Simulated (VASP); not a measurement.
# MgO2 (R-3m) in VASP: further runs, part 2 of 2

VASP 6.6.1. Earlier steps stand in the parts before.

**4. Single point, PBEsol (strain -0.040 along x and y, +0.040 along z)**

Input file INCAR:

```
PREC = Accurate
ENCUT = 520
EDIFF = 1E-7
ISMEAR = 0
SIGMA = 0.05
LREAL = F
LASPH = T
NELM = 60
ALGO = Normal
ISIF = 2
LWAVE = F
LCHARG = F
GGA = PS
NBANDS = 14
```

Input file KPOINTS:

```
regular mesh
0
Gamma
  12 12 12
```

Input file POSCAR:

```
MgO2
1.0
    1.5405705754      0.8894488364      3.6337380299
   -1.5405705754      0.8894488364      3.6337380299
    0.0000000000     -1.7788976728      3.6337380299
Mg O
1 2
Direct
    0.0000000000      0.0000000000      0.0000000000
    0.4287860000      0.4287860000      0.4287860000
    0.5712140000      0.5712140000      0.5712140000
```

Potentials or basis: VASP PAW PBE potentials, release 64 (Mg, O).

The run is started by

```sh
$ cat potpaw_PBE.64/Mg/POTCAR potpaw_PBE.64/O/POTCAR > POTCAR
$ mpirun -np 1 vasp_std > vasp.out
```

OUTCAR:

```text
PREC = Accurate
   ENCUT = 520
   EDIFF = 1E-7
   ISMEAR = 0
   LREAL = F
   LASPH = T
   NELM = 60
   ISIF = 2
   GGA = PS

 ion  position               nearest neighbor table
   1  0.000  0.000  0.000-   3 2.06   2 2.06   3 2.06   3 2.06   2 2.06   2 2.06
   2  0.429  0.429  0.429-   3 1.55   1 2.06   1 2.06   1 2.06
   3  0.571  0.571  0.571-   2 1.55   1 2.06   1 2.06   1 2.06

  LATTYP: Found a trigonal (rhomboedric) cell.
 ALAT       =     4.0458038757
 COS(alpha) =     0.7100096536
[... 601 lines left out ...]

  FORCE on cell =-STRESS in cart. coord.  units (eV):
  Direction    XX          YY          ZZ          XY          YZ          ZX
  --------------------------------------------------------------------------------------
  -------------------------------------------------------------------------------------
  Total        1.3346746      1.3346746     -4.4411769      0.0000000      0.0000000      0.0000000
  in kB       71.5778342     71.5778342   -238.1777656      0.0000000      0.0000000      0.0000000
  external PRESSURE =     -31.6740324 kB  Pullay stress =       0.0000000 kB

 VOLUME and BASIS-vectors are now :
 -----------------------------------------------------------------------------
  energy-cutoff  :      520.00
  volume of cell :       29.87
      direct lattice vectors                 reciprocal lattice vectors
     1.540570575  0.889448836  3.633738030     0.324555076  0.187381960  0.091732902
    -1.540570575  0.889448836  3.633738030    -0.324555076  0.187381960  0.091732902
     0.000000000 -1.778897673  3.633738030     0.000000000 -0.374763921  0.091732902

 POSITION                                       TOTAL-FORCE (eV/Angst)
 -----------------------------------------------------------------------------------
      0.00000      0.00000      0.00000         0.000000      0.000000      0.000000
      0.00000      0.00000      4.67429         0.000000     -0.000000      1.438881
      0.00000      0.00000      6.22693         0.000000      0.000000     -1.438881
 -----------------------------------------------------------------------------------
    total drift:                                0.000000     -0.000000      0.000000

  FREE ENERGIE OF THE ION-ELECTRON SYSTEM (eV)
  ---------------------------------------------------
  free  energy   TOTEN  =       -17.0746188870 eV

  energy  without entropy=      -17.0746188870  energy(sigma->0) =      -17.07461889
```

stdout:

```text
POSCAR found type information on POSCAR MgO
 POSCAR found :  2 types and       3 ions
 scaLAPACK will be used
 -----------------------------------------------------------------------------
|                                                                             |
|                                                                             |
|     You enforced a specific xc type in the INCAR file but a different       |
|     I HOPE YOU KNOW WHAT YOU ARE DOING!                                     |
|                                                                             |
 -----------------------------------------------------------------------------

 LDA part: xc-table for (Slater+PW92), standard interpolation
 POSCAR, INCAR and KPOINTS ok, starting setup
 FFT: planning ... GRIDC
 FFT: planning ... GRID_SOFT
 FFT: planning ... GRID
 WAVECAR not read
 entering main loop
```

Wall time 44 s (1 thread of Intel Xeon 6975P-C (Granite Rapids), shared host); peak memory 0.22 GiB.

What came out:

- Free energy: -17.0746 eV
- Pressure: -3.2 GPa
- Largest force: 1.439 eV/Å
- Band gap on the k mesh: 1.28 eV, direct

Forces on the atoms (eV/Å):
```
Mg   0.000  0.000  0.000
O    0.000  0.000  1.439
O    0.000  0.000 -1.439
```

Stress tensor (GPa, compression positive):
```
  7.16   0.00   0.00
  0.00   7.16   0.00
  0.00   0.00 -23.82
```

Caveat: the cell differs from its parent crystal (strain -0.040 along x and y, +0.040 along z); the PAW data sets were made with another functional, which shifts forces and pressure a little.

**5. Single point, PBEsol (strain -0.040 along x and y, +0.080 along z)**

Input file INCAR:

```
SYSTEM = MgO2
ALGO = Normal ; EDIFF = 1E-6
ENCUT = 520 ; GGA = PS
ISIF = 2 ; ISMEAR = 0
LASPH = .TRUE. ; LCHARG = .TRUE.
LELF = .TRUE. ; LREAL = .FALSE.
LVHAR = .TRUE. ; LWAVE = .FALSE.
NBANDS = 14 ; NELM = 100
PREC = Accurate ; SIGMA = 0.05
```

Input file KPOINTS:

```
k-points
0
G
  12 12 12
  0 0 0
```

Input file POSCAR:

```
MgO2
1.0
    1.5405705754      0.8894488364      3.7734971849
   -1.5405705754      0.8894488364      3.7734971849
    0.0000000000     -1.7788976728      3.7734971849
Mg O
1 2
Direct
    0.0000000000      0.0000000000      0.0000000000
    0.4287860000      0.4287860000      0.4287860000
    0.5712140000      0.5712140000      0.5712140000
```

The run is started by

```sh
$ cat potpaw_PBE.64/Mg/POTCAR potpaw_PBE.64/O/POTCAR > POTCAR
$ mpirun -np 1 vasp_std > vasp.out
```

Run time: 33 s. Hardware: 1 thread of Intel Xeon 6975P-C (Granite Rapids), shared host; peak memory 0.23 GiB.

The run converged. Its results:

* Free energy: -16.8516 eV
* Pressure: -8.7 GPa
* Largest force: 1.803 eV/Å
* Band gap on the k mesh: 0.60 eV, direct

Forces on the atoms (eV/Å):
```
Mg   0.000  0.000  0.000
O    0.000  0.000  1.803
O    0.000  0.000 -1.803
```

Stress tensor (GPa, compression positive):
```
  6.10   0.00   0.00
  0.00   6.10   0.00
  0.00   0.00 -38.17
```

Levels at points of the mesh, in eV from the valence-band top:
```csv
k point,band 3,band 4,band 5,band 6,band 7,band 8,band 9,band 10,band 11,band 12
"(0.00, 0.00, 0.00)",-7.19,-2.33,-2.33,-0.64,-0.64,3.46,5.54,11.47,12.89,16.10
"(0.50, 0.00, 0.00)",-6.12,-5.43,-2.78,-1.57,-1.10,2.70,9.37,11.35,12.91,13.54
"(0.50, 0.50, 0.00)",-5.54,-4.84,-3.32,-2.40,-0.29,1.97,9.09,11.72,12.11,12.80
"(0.50, 0.50, 0.50)",-4.61,-2.78,-2.78,0.00,0.00,0.60,6.28,9.07,15.88,15.88
```

Caveat: the cell differs from its parent crystal (strain -0.040 along x and y, +0.080 along z); the PAW data sets were made with another functional, which shifts forces and pressure a little. A k mesh can miss the band edges.

**6. Single point, PBEsol (strain +0.000 along x and y, +0.040 along z)**

Input file INCAR:

```
  PREC = Accurate
  ENCUT = 520
  EDIFF = 1E-6
  ISMEAR = 0
  SIGMA = 0.05
  LREAL = F
  LASPH = T
  NELM = 60
  ALGO = Normal
  ISIF = 2
  LWAVE = F
  LCHARG = F
  GGA = PS
  NBANDS = 14
```

Input file KPOINTS:

```
Automatic mesh
0
Gamma
  12 12 12
```

Input file POSCAR:

```
MgO2
1.0
    1.6047610160      0.9265092046      3.6337380299
   -1.6047610160      0.9265092046      3.6337380299
    0.0000000000     -1.8530184092      3.6337380299
Mg O
1 2
Direct
    0.0000000000      0.0000000000      0.0000000000
    0.4287860000      0.4287860000      0.4287860000
    0.5712140000      0.5712140000      0.5712140000
```

Potentials or basis: VASP PAW PBE potentials, release 64 (Mg, O).

The run is started by

```sh
$ cat potpaw_PBE.64/Mg/POTCAR potpaw_PBE.64/O/POTCAR > POTCAR
$ mpirun -np 1 vasp_std > vasp.out
```

It took 44 s on 1 thread of Intel Xeon 6975P-C (Granite Rapids), shared host; peak memory 0.22 GiB.

Results (log left out):

- Free energy: -17.0905 eV
- Pressure: -11.0 GPa
- Largest force: 0.962 eV/Å
- Band gap on the k mesh: 1.45 eV, direct

Forces in eV/Å, atoms in the order of the input:
```
Mg   0.000  0.000  0.000
O    0.000  0.000  0.962
O    0.000  0.000 -0.962
```

Stress tensor (GPa, compression positive):
```
 -4.85   0.00   0.00
  0.00  -4.85   0.00
  0.00   0.00 -23.35
```

Levels at points of the mesh, in eV from the valence-band top:
```
           k point  band 3  band 4  band 5  band 6  band 7  band 8  band 9  band 10  band 11  band 12
(0.00, 0.00, 0.00)   -7.24   -2.82   -2.82   -0.70   -0.70    4.14    4.69    11.46    13.20    15.02
(0.50, 0.00, 0.00)   -6.26   -5.56   -3.17   -1.21   -1.15    3.44    8.68    10.24    12.36    13.54
(0.50, 0.50, 0.00)   -5.66   -4.93   -3.79   -2.15   -0.16    2.74    8.12    11.10    11.83    12.22
(0.50, 0.50, 0.50)   -4.69   -3.29   -3.29    0.00    0.00    1.45    5.33     8.84    14.41    14.41
```

Caveat: the cell differs from its parent crystal (strain +0.000 along x and y, +0.040 along z); the PAW data sets were made with another functional, which shifts forces and pressure a little. A k mesh can miss the band edges.

**7. Single point, PBEsol (strain +0.080 along x and y, -0.080 along z)**

Input file INCAR:

```
SYSTEM = MgO2
PREC = Accurate ; ENCUT = 520
EDIFF = 1E-6 ; ISMEAR = 0
SIGMA = 0.05 ; LREAL = .False.
LASPH = .True. ; NELM = 80
ALGO = Normal ; ISIF = 2
LWAVE = .False. ; LCHARG = .False.
GGA = PS ; NBANDS = 14
```

Input file KPOINTS:

```
Automatic mesh
0
Gamma
  12 12 12
  0 0 0
```

Input file POSCAR:

```
MgO2
1.0
    1.7331418973      1.0006299410      3.2144605649
   -1.7331418973      1.0006299410      3.2144605649
    0.0000000000     -2.0012598819      3.2144605649
Mg O
1 2
Direct
    0.0000000000      0.0000000000      0.0000000000
    0.4287860000      0.4287860000      0.4287860000
    0.5712140000      0.5712140000      0.5712140000
```

Potentials or basis: VASP PAW PBE potentials, release 64 (Mg, O).

The run is started by

```sh
$ cat potpaw_PBE.64/Mg/POTCAR potpaw_PBE.64/O/POTCAR > POTCAR
$ mpirun -np 1 vasp_std > vasp.out
```

OUTCAR:

```text
SYSTEM = MgO2
   PREC = Accurate
   ENCUT = 520
   EDIFF = 1E-6
   ISMEAR = 0
   LREAL = .False.
   LASPH = .True.
   NELM = 80
   ISIF = 2
   GGA = PS

 ion  position               nearest neighbor table
   1  0.000  0.000  0.000-   3 2.20   3 2.20   2 2.20   2 2.20   3 2.20   2 2.20
   2  0.429  0.429  0.429-   3 1.37   1 2.20   1 2.20   1 2.20
   3  0.571  0.571  0.571-   2 1.37   1 2.20   1 2.20   1 2.20

  LATTYP: Found a trigonal (rhomboedric) cell.
 ALAT       =     3.7865284679
 COS(alpha) =     0.5809982997

  Lattice vectors:

 A1 = (   1.7331418973,   1.0006299410,   3.2144605649)
 A2 = (  -1.7331418973,   1.0006299410,   3.2144605649)
 A3 = (   0.0000000000,  -2.0012598819,   3.2144605649)

Analysis of symmetry for initial positions (statically):
=====================================================================
 Subroutine PRICEL returns:
 Original cell was already a primitive cell.

 Routine SETGRP: Setting up the symmetry group for a
 trigonal (rhombohedral) supercell.

 Subroutine GETGRP returns: Found 12 space group operations
 (whereof 12 operations were pure point group operations)
 out of a pool of 12 trial point group operations.

The static configuration has the point symmetry D_3d.

Analysis of symmetry for dynamics (positions and initial velocities):
=====================================================================
 Subroutine PRICEL returns:
 Original cell was already a primitive cell.

 Routine SETGRP: Setting up the symmetry group for a
 trigonal (rhombohedral) supercell.

 Subroutine GETGRP returns: Found 12 space group operations
 (whereof 12 operations were pure point group operations)
 out of a pool of 12 trial point group operations.

The dynamic configuration has the point symmetry D_3d.

 Subroutine INISYM returns: Found 12 space group operations
 (whereof 12 operations are pure point group operations),
 and found     1 'primitive' translations

----------------------------------------------------------------------------------------

                                     Primitive cell

  volume of cell :      33.4478

  direct lattice vectors                    reciprocal lattice vectors
     1.733141897  1.000629941  3.214460565     0.288493401  0.166561743  0.103698063
    -1.733141897  1.000629941  3.214460565    -0.288493401  0.166561743  0.103698063
     0.000000000 -2.001259882  3.214460565     0.000000000 -0.333123485  0.103698063

  length of vectors
     3.786528468  3.786528468  3.786528468     0.348890448  0.348890448  0.348890448

  position of ions in fractional coordinates (direct lattice)
     0.000000000  0.000000000  0.000000000
     0.428786000  0.428786000  0.428786000
     0.571214000  0.571214000  0.571214000

  ion indices of the primitive-cell ions
   primitive index   ion index
                 1           1
                 2           2
                 3           3

----------------------------------------------------------------------------------------

 KPOINTS: Automatic mesh

Automatic generation of k-mesh.
 Grid dimensions read from file:
 generate k-points for:   12   12   12

 Generating k-lattice:

  Cartesian coordinates                     Fractional coordinates (reciprocal lattice)
     0.024041117  0.013880145  0.008641505     0.083333333  0.000000000  0.000000000
    -0.024041117  0.013880145  0.008641505     0.000000000  0.083333333  0.000000000
     0.000000000 -0.027760290  0.008641505    -0.000000000 -0.000000000  0.083333333

  Length of vectors
     0.029074204  0.029074204  0.029074204

  Shift w.r.t. Gamma in fractional coordinates (k-lattice)
     0.000000000  0.000000000  0.000000000

 Subroutine IBZKPT returns following result:
 ===========================================

 Found    189 irreducible k-points:

 Following reciprocal coordinates:
            Coordinates               Weight
  0.000000  0.000000  0.000000      1.000000
  0.083333  0.000000  0.000000      6.000000
  0.166667 -0.000000 -0.000000      6.000000
  0.250000  0.000000  0.000000      6.000000
  0.333333  0.000000 -0.000000      6.000000
  0.416667  0.000000  0.000000      6.000000
[... 16 lines left out ...]
  0.500000  0.166667 -0.000000     12.000000
 -0.416667  0.166667  0.000000     12.000000
 [... further k-points ...]
   k-points           NKPTS =    189   k-points in BZ     NKDIM =    189   number of bands    NBANDS=     14
   number of dos      NEDOS =    301   number of ions     NIONS =      3
   total plane-waves  NPLWV =  21952
   dimension x,y,z NGX =    28 NGY =   28 NGZ =   28
   dimension x,y,z NGXF=    56 NGYF=   56 NGZF=   56
   ions per type =               1   2
   NGX,Y,Z   is equivalent  to a cutoff of  12.29, 12.29, 12.29 a.u.
   NGXF,Y,Z  is equivalent  to a cutoff of  24.59, 24.59, 24.59 a.u.
 SYSTEM =  MgO2
   PREC   = accura    normal or accurate (medium, high low for compatibility)
   ISTART =      0    job   : 0-new  1-cont  2-samecut
   ICHARG =      2    charge: 1-file 2-atom 10-const
   ISPIN  =      1    spin polarized calculation?
   LNONCOLLINEAR =      F non collinear calculations
   LSORBIT =      F    spin-orbit coupling
   LASPH  =      T    aspherical Exc in radial PAW
   ENCUT  =  520.0 eV  38.22 Ry    6.18 a.u.   7.04  7.04  7.04*2*pi/ulx,y,z
   NELM   =     80;   NELMIN=  2; NELMDL= -5     # of ELM steps
   EDIFF  = 0.1E-05   stopping-criterion for ELM
   LREAL  =      F    real-space projection
[... 7 lines left out ...]
   TEBEG  =    0.0;   TEEND  =   0.0 temperature during run
   PSTRESS=    0.0 pullay stress
   NELECT =      14.0000    total number of electrons
   NUPDOWN=      -1.0000    fix difference up-down
   EMIN   =  10.00;   EMAX   =-10.00  energy-range for DOS
   EFERMI =   0.00;   METHOD = LEGACY
   ISMEAR =     0;   SIGMA  =   0.05  broadening in eV -4-tet -1-fermi 0-gaus
   EFERMI_NEDOS =   21; number of points for ismear=-14 and -15
   IALGO  =     38    algorithm
   IMIX   =      4    mixing-type and parameters
     AMIX     =   0.40;   BMIX     =  1.00
     AMIX_MAG =   1.60;   BMIX_MAG =  1.00
  volume/ion in A,a.u.               =      11.15        75.24
  Fermi-wavevector in a.u.,A,eV,Ry     =   1.224603  2.314163 20.403999  1.499652
  Thomas-Fermi vector in A             =   2.359671
   LORBIT       =      0    0 simple, 1 ext, 2 COOP (PROOUT), +10 PAW based schemes
   GGA     = PS    functional components
   LHFCALC =     F    Hartree Fock is set to
   AEXX    =    0.0000 exact exchange contribution
   IVDW    =     0    specifies the selected vdW correction
   LEPSILON=     F    determine dielectric tensor
   LRPA    =     F    only Hartree local field effects (RPA)
 non-spin polarized calculation
 Gauss-broadening in eV      SIGMA  =   0.05
  energy-cutoff  :      520.00
  volume of cell :       33.45
 maximum number of plane-waves:       921
   NGX = 15   NGY = 15   NGZ = 15

 number of electron      14.0000002 magnetization

 Free energy of the ion-electron system (eV)
  ---------------------------------------------------
  ext. energy  EPLUGINS =         0.00000000
  ---------------------------------------------------
  free energy    TOTEN  =       -16.56886567 eV

  energy without entropy =      -16.56886567  energy(sigma->0) =      -16.56886567

 E-fermi :   3.3417     XC(G=0): -10.0124

 val. band max:        3.1153695597   @ k =   0.5000   0.5000   0.0000
 cond. band min:       5.1939338977   @ k =   0.2500   0.2500   0.2500
 fundamental gap:      2.0785643380
 Fermi energy:         3.3417102068

 k-point     1 :       0.0000    0.0000    0.0000
  band No.  band energies     occupation
      1     -19.9838      2.00000
      2     -10.8782      2.00000
      3      -5.1896      2.00000
      4      -1.6979      2.00000
      5      -1.6979      2.00000
      6       2.0452      2.00000
      7       2.0452      2.00000
      8       5.6234      0.00000
      9       9.1713      0.00000
     10      15.2639      0.00000
     11      15.2639      0.00000
     12      15.6692      0.00000
     13      17.0285      0.00000
     14      17.0285      0.00000
[... 375 lines left out ...]
 k-point    24 :      -0.4167    0.1667    0.0000
  band No.  band energies     occupation
      1     -19.6766      2.00000
      2     -11.4248      2.00000
      3      -4.3361      2.00000
      4      -3.4538      2.00000
      5      -2.1355      2.00000
      6       1.5209      2.00000
      7       2.3223      2.00000
      8       8.5184      0.00000
      9       9.9315      0.00000
     10      11.0270      0.00000
     11      14.4496      0.00000
     12      16.1341      0.00000
     13      17.0316      0.00000
     14      17.9046      0.00000

 [... further k-points ...]
[... 5 lines left out ...]
  --------------------------------------------------------------------------------------
  -------------------------------------------------------------------------------------
  Total       -4.1005951     -4.1005951      7.3002791      0.0000000      0.0000000      0.0000000
  in kB     -196.4221704   -196.4221704    349.6898905      0.0000000      0.0000000      0.0000000
  external PRESSURE =     -14.3848167 kB  Pullay stress =       0.0000000 kB

 VOLUME and BASIS-vectors are now :
 -----------------------------------------------------------------------------
  energy-cutoff  :      520.00
  volume of cell :       33.45
      direct lattice vectors                 reciprocal lattice vectors
     1.733141897  1.000629941  3.214460565     0.288493401  0.166561743  0.103698063
    -1.733141897  1.000629941  3.214460565    -0.288493401  0.166561743  0.103698063
     0.000000000 -2.001259882  3.214460565     0.000000000 -0.333123485  0.103698063

 POSITION                                       TOTAL-FORCE (eV/Angst)
 -----------------------------------------------------------------------------------
      0.00000      0.00000      0.00000         0.000000      0.000000      0.000000
      0.00000      0.00000      4.13495        -0.000000     -0.000000     -4.212714
      0.00000      0.00000      5.50843        -0.000000      0.000000      4.212714
 -----------------------------------------------------------------------------------
    total drift:                               -0.000000      0.000000      0.000000

  FREE ENERGIE OF THE ION-ELECTRON SYSTEM (eV)
  ---------------------------------------------------
  free  energy   TOTEN  =       -16.5688656691 eV

  energy  without entropy=      -16.5688656691  energy(sigma->0) =      -16.56886567
```

It took 33 s on 1 thread of Intel Xeon 6975P-C (Granite Rapids), shared host; peak memory 0.21 GiB.

Results:

* Free energy: -16.5689 eV
* Pressure: -1.4 GPa
* Largest force: 4.213 eV/Å
* Band gap on the k mesh: 2.08 eV, indirect (least direct gap 2.47 eV)

Forces on the atoms (eV/Å):
```
Mg   0.000  0.000  0.000
O    0.000  0.000 -4.213
O    0.000  0.000  4.213
```

Caveat: the cell differs from its parent crystal (strain +0.080 along x and y, -0.080 along z); the PAW data sets were made with another functional, which shifts forces and pressure a little.

**8. Summary**

```csv
cell,gap on the mesh (eV),pressure (GPa),largest force (eV/Å)
"a = 3.710 Å, angles 51.3°, 3 atoms",3.10,14.2,3.28
"a = 3.921 Å, angles 46.3°, 3 atoms",2.07,4.3,0.69
"a = 4.046 Å, angles 44.8°, 3 atoms",1.28,-3.2,1.44
"a = 4.172 Å, angles 43.3°, 3 atoms",0.60,-8.7,1.80
"a = 4.079 Å, angles 46.3°, 3 atoms",1.45,-11.0,0.96
"a = 3.787 Å, angles 54.5°, 3 atoms",2.08,-1.4,4.21
```

Alike in all rows: task single point; level PBEsol; potentials or basis VASP PAW PBE potentials, release 64 (Mg, O); no spin polarisation; k mesh 12 × 12 × 12; cutoff (eV) 520; smearing gaussian 0.05 eV.

Caveats: the PAW data sets were made with another functional, which shifts forces and pressure a little.

Total energies depend on the potentials used, so only differences within one code and one set of settings carry meaning.
